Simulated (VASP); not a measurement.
# Ba3SbP (Pm-3m) in VASP: further runs, part 2 of 2

VASP 6.6.1. The steps go on from the part before.

## 3. Single point, PBE

This run uses another cell than the first one, of 42.04 Å³/atom.

File INCAR:

```
PREC = Accurate ; ENCUT = 520
EDIFF = 1E-6 ; ISMEAR = 0
SIGMA = 0.01 ; LREAL = False
LASPH = True ; NELM = 100
ALGO = Normal ; ISIF = 2
LWAVE = False ; LCHARG = True
GGA = PE ; LELF = True
LVHAR = True ; NBANDS = 28
```

File KPOINTS:

```
regular mesh
0
Gamma
  4 4 4
```

File POSCAR:

```
Ba3SbP
1.0
    5.9456076429      0.0000000000      0.0000000000
    0.0000000000      5.9456076429      0.0000000000
    0.0000000000      0.0000000000      5.9456076429
Ba Sb P
3 1 1
Direct
    0.0000000000      0.5000000000      0.5000000000
    0.5000000000      0.0000000000      0.5000000000
    0.5000000000      0.5000000000      0.0000000000
    0.0000000000      0.0000000000      0.0000000000
    0.5000000000      0.5000000000      0.5000000000
```

Potentials or basis: VASP PAW PBE potentials, release 64 (Ba_sv, Sb, P).

Command:

```bash
cat potpaw_PBE.64/Ba_sv/POTCAR potpaw_PBE.64/Sb/POTCAR potpaw_PBE.64/P/POTCAR > POTCAR
mpirun -np 1 vasp_std > vasp.out
```

OUTCAR:

```text
PREC = Accurate
   ENCUT = 520
   EDIFF = 1E-6
   ISMEAR = 0
   LREAL = False
   LASPH = True
   NELM = 100
   ISIF = 2
   GGA = PE

 ion  position               nearest neighbor table
   1  0.000  0.500  0.500-   5 2.97   5 2.97   4 4.20   2 4.20   3 4.20   4 4.20   2 4.20   4 4.20
                             4 4.20   2 4.20   3 4.20   3 4.20   3 4.20   2 4.20
   2  0.500  0.000  0.500-   5 2.97   5 2.97   4 4.20   1 4.20   3 4.20   4 4.20   1 4.20   3 4.20
                             3 4.20   3 4.20   1 4.20   4 4.20   4 4.20   1 4.20
   3  0.500  0.500  0.000-   5 2.97   5 2.97   4 4.20   1 4.20   1 4.20   2 4.20   2 4.20   2 4.20
                             4 4.20   2 4.20   1 4.20   4 4.20   1 4.20   4 4.20
   4  0.000  0.000  0.000-   1 4.20   2 4.20   3 4.20   1 4.20   2 4.20   1 4.20   3 4.20   1 4.20
                             2 4.20   3 4.20   2 4.20   3 4.20
   5  0.500  0.500  0.500-   1 2.97   2 2.97   3 2.97   3 2.97   2 2.97   1 2.97

  LATTYP: Found a simple cubic cell.
 ALAT       =     5.9456076429

  Lattice vectors:

 A1 = (   5.9456076429,   0.0000000000,   0.0000000000)
 A2 = (   0.0000000000,   5.9456076429,   0.0000000000)
 A3 = (   0.0000000000,   0.0000000000,   5.9456076429)

Analysis of symmetry for initial positions (statically):
=====================================================================
 Subroutine PRICEL returns:
 Original cell was already a primitive cell.

 Routine SETGRP: Setting up the symmetry group for a
 simple cubic supercell.

 Subroutine GETGRP returns: Found 48 space group operations
 (whereof 48 operations were pure point group operations)
 out of a pool of 48 trial point group operations.

The static configuration has the point symmetry O_h .

Analysis of symmetry for dynamics (positions and initial velocities):
=====================================================================
 Subroutine PRICEL returns:
 Original cell was already a primitive cell.

 Routine SETGRP: Setting up the symmetry group for a
 simple cubic supercell.

 Subroutine GETGRP returns: Found 48 space group operations
 (whereof 48 operations were pure point group operations)
[... 117 lines left out ...]
   LORBIT       =      0    0 simple, 1 ext, 2 COOP (PROOUT), +10 PAW based schemes
   GGA     = PE    functional components
   LHFCALC =     F    Hartree Fock is set to
   AEXX    =    0.0000 exact exchange contribution
   IVDW    =     0    specifies the selected vdW correction
   LEPSILON=     F    determine dielectric tensor
   LRPA    =     F    only Hartree local field effects (RPA)
 non-spin polarized calculation
 Gauss-broadening in eV      SIGMA  =   0.01
  energy-cutoff  :      520.00
  volume of cell :      210.18
 maximum number of plane-waves:      5695
 NGX is ok and might be reduce to    48
   NGX = 23   NGY = 23   NGZ = 23

 number of electron      40.0000005 magnetization

 Free energy of the ion-electron system (eV)
  ---------------------------------------------------
  ext. energy  EPLUGINS =         0.00000000
  ---------------------------------------------------
  free energy    TOTEN  =       -19.33026495 eV

  energy without entropy =      -19.33026495  energy(sigma->0) =      -19.33026495

 E-fermi :   2.8228     XC(G=0):  -8.1770

 val. band max:        2.7533536892   @ k =   0.0000   0.0000   0.0000
 cond. band min:       3.0897766085   @ k =   0.0000   0.0000   0.0000
 fundamental gap:      0.3364229193
 Fermi energy:         2.8228126132

 k-point     1 :       0.0000    0.0000    0.0000
  band No.  band energies     occupation
      1     -25.4223      2.00000
      2     -25.3252      2.00000
      3     -25.3252      2.00000
      4     -10.9766      2.00000
      5     -10.9766      2.00000
      6     -10.9766      2.00000
[... 299 lines left out ...]
     27       5.0921      0.00000
     28       6.5926      0.00000

------------------------ aborting loop because EDIFF is reached ----------------------------------------

  FORCE on cell =-STRESS in cart. coord.  units (eV):
  Direction    XX          YY          ZZ          XY          YZ          ZX
  --------------------------------------------------------------------------------------
  -------------------------------------------------------------------------------------
  Total        3.2155911      3.2155911      3.2155911      0.0000000     -0.0000000      0.0000000
  in kB       24.5122208     24.5122208     24.5122208      0.0000000     -0.0000000      0.0000000
  external PRESSURE =      24.5122208 kB  Pullay stress =       0.0000000 kB

 VOLUME and BASIS-vectors are now :
 -----------------------------------------------------------------------------
  energy-cutoff  :      520.00
  volume of cell :      210.18
      direct lattice vectors                 reciprocal lattice vectors
     5.945607643  0.000000000  0.000000000     0.168191388  0.000000000  0.000000000
     0.000000000  5.945607643  0.000000000     0.000000000  0.168191388  0.000000000
     0.000000000  0.000000000  5.945607643     0.000000000  0.000000000  0.168191388

 POSITION                                       TOTAL-FORCE (eV/Angst)
 -----------------------------------------------------------------------------------
      0.00000      2.97280      2.97280         0.000000      0.000000      0.000000
      2.97280      0.00000      2.97280         0.000000      0.000000      0.000000
      2.97280      2.97280      0.00000         0.000000      0.000000      0.000000
      0.00000      0.00000      0.00000         0.000000      0.000000      0.000000
      2.97280      2.97280      2.97280         0.000000      0.000000      0.000000
 -----------------------------------------------------------------------------------
    total drift:                                0.000000     -0.000000     -0.000000

  FREE ENERGIE OF THE ION-ELECTRON SYSTEM (eV)
  ---------------------------------------------------
  free  energy   TOTEN  =       -19.3302649532 eV

  energy  without entropy=      -19.3302649532  energy(sigma->0) =      -19.33026495
```

stdout:

```text
POSCAR found type information on POSCAR BaSbP
 POSCAR found :  3 types and       5 ions
 scaLAPACK will be used
 LDA part: xc-table for (Slater+PW92), standard interpolation
 POSCAR, INCAR and KPOINTS ok, starting setup
 FFT: planning ... GRIDC
 FFT: planning ... GRID_SOFT
 FFT: planning ... GRID
 WAVECAR not read
 entering main loop
```

Wall time 2 min (1 thread of Intel Xeon 8259CL, shared host); peak memory 0.35 GiB.

Results:

```
Free energy            : -19.3303 eV
Pressure               : 2.5 GPa
Band gap on the k mesh : 0.34 eV
```

Caveat: spin-orbit coupling is left out, which moves the levels of the heavy elements. A k mesh can miss the band edges.
